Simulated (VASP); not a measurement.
Sr2V:

```
Sr V
1.0
     4.11775    0.00000    0.00000
    -2.05888    3.56608    0.00000
     0.00000    0.00000    4.38854
Sr V
2 1
Direct
  0.33333 0.66667 0.50000
  0.66667 0.33333 0.50000
  0.00000 0.00000 0.00000
```

The cell was generated, and may not be a known phase.

```yaml
Program: VASP 6.6.1
Task: relaxation of cell and atoms
Functional: PBE
Potentials_or_basis: VASP PAW PBE potentials, release 64 (Sr_sv, V_sv)
Cutoff: 600 eV
k_mesh: 6 × 6 × 4
Occupations: gaussian, width 0.1 eV
Spin: collinear spin, ferromagnetic start
Starting_moments: "[0.0, 0.0, 2.0] μB"
```

At the start: pressure 32.1 GPa; volume 21.48 Å³/atom.

How do energy, volume and symmetry change on relaxing?

Over 11 steps the energy falls by 1905.0 meV/atom and the volume is 31.84 Å³/atom (+48.2 %); space group P6/mmm (No. 191, to 0.1 Å) before and after; moment 0.00 μB per cell.

Step by step:
```
step  energy change (eV)  largest force (eV/Å)  pressure (GPa)  volume (Å³)
   1              0.0000                0.0000           32.12        64.44
   2             -4.5108                0.0000           -1.80       110.96
   3             -4.5630                0.0000           -2.32       115.82
   4             -4.5807                0.0000           -3.49       125.84
   5             -4.5866                0.0000           -3.03       122.20
   6             -5.3171                0.0000           -2.68       112.61
   7             -5.5990                0.0000           -2.02       106.18
   8             -5.4165                0.0000            0.59        91.90
   9             -5.6781                0.0000           -1.60       102.35
  10             -5.6890                0.0000           -1.31       100.56
  11             -5.7151                0.0000           -0.08        95.53
```

Final structure:
```xyz
3
Lattice="5.7997 0.0000 0.0000 -2.8999 5.0227 0.0000 0.0000 0.0000 3.2795" Properties=species:S:1:pos:R:3 pbc="T T T"
Sr    0.0000    3.3485    1.6398
Sr    2.8999    1.6742    1.6398
V     2.8999    5.0227    0.0000
```

Caveat: the volume moved by over 15 % at a fixed basis, so the end points are rough; the moments typed at the start vanished in this run.
